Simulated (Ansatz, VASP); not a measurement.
Two plane-wave programs on Hf2Bi2O

```xyz
5
Lattice="3.7827 0.0000 0.0000 0.0000 3.7827 0.0000 0.0000 0.0000 7.6853" Properties=species:S:1:pos:R:3 pbc="T T T"
Hf    0.0000    0.0000    2.0133
Hf    0.0000    0.0000    5.6719
Bi    1.8913    1.8913    0.0000
Bi    1.8913    1.8913    3.8426
O     0.0000    0.0000    0.0000
```

Alike in both runs: functional PBE; k mesh 10 × 10 × 6; occupations gaussian, width 0.1 eV; no spin polarisation.

Ansatz relaxed the structure, and its values are those at the end. VASP's run is a single point on that final structure, the one shown.

```csv
,VASP,Ansatz
version,VASP 6.6.1,Ansatz 0.2.0
potentials or method,"VASP PAW PBE potentials, release 64 (Hf_pv, Bi_d, O), cutoff 520 eV","scalar-relativistic, plane waves, PAW"
valence electrons in the cell,56,88
```

|  | VASP | Ansatz | Ansatz less VASP |
| --- | --- | --- | --- |
| gap on the k mesh at the Fermi level (eV) | none | none | - |
| pressure (GPa) | -0.5 | 0.0 | +0.54 |
| rms of the force components (eV/Å) | 0.039 | 0.000 | -0.0388 |

A gap of «none» marks a metal or a gap that the smearing closes. VASP's potentials hold 56 valence electrons a cell and Ansatz's 88, so a difference there can come from the potentials and not from the codes.

Neither program's run includes spin-orbit coupling.
